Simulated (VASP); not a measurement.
# Al: single point with LDA

Al:

```
Al
1.0
     2.72451    0.00000    0.00000
    -1.36225    2.35949    0.00000
     0.00000    0.00000    5.18613
Al
2
Direct
  0.66667 0.33333 0.75000
  0.33333 0.66667 0.25000
```

This isn't the form of Al at room conditions, which is fcc.

This cell differs from its parent crystal: ratio of the length along z to the lengths across it x 1.1, volume and fractional coordinates fixed.

```yaml
Program: VASP 6.6.1
Task: single point
Functional: LDA
Potentials_or_basis: VASP PAW LDA potentials, release 64 (Al)
Cutoff: 520 eV
k_mesh: 21 × 21 × 12
Occupations: gaussian, width 0.15 eV
Spin: no spin polarisation
Dipole_correction: no
Further_INCAR_settings: ALGO = Normal; EDIFF = 1e-07; NBANDS = 10
```

```json
{"Pressure": "-1.1 GPa", "Band gap on the k mesh": "zero (bands 3 and 4 overlap by 5.80 eV)"}
```

Stress tensor (GPa, compression positive):
```
 1.68  0.00  0.00
 0.00  1.68  0.00
 0.00  0.00 -6.75
```

Levels at points of the mesh, in eV from the Fermi level:
```
           k point  band 1  band 2  band 3  band 4  band 5  band 6  band 7  band 8
(0.00, 0.00, 0.00)  -11.01   -6.12   -5.10    9.30    9.45   12.84   12.84   12.92
(0.00, 0.00, 0.50)   -9.65   -9.65    0.89    0.89   13.54   13.54   13.54   13.54
```

Wall time 110 s on 1 thread of Intel Xeon 8259CL, on a shared host, peak memory 0.19 GiB.
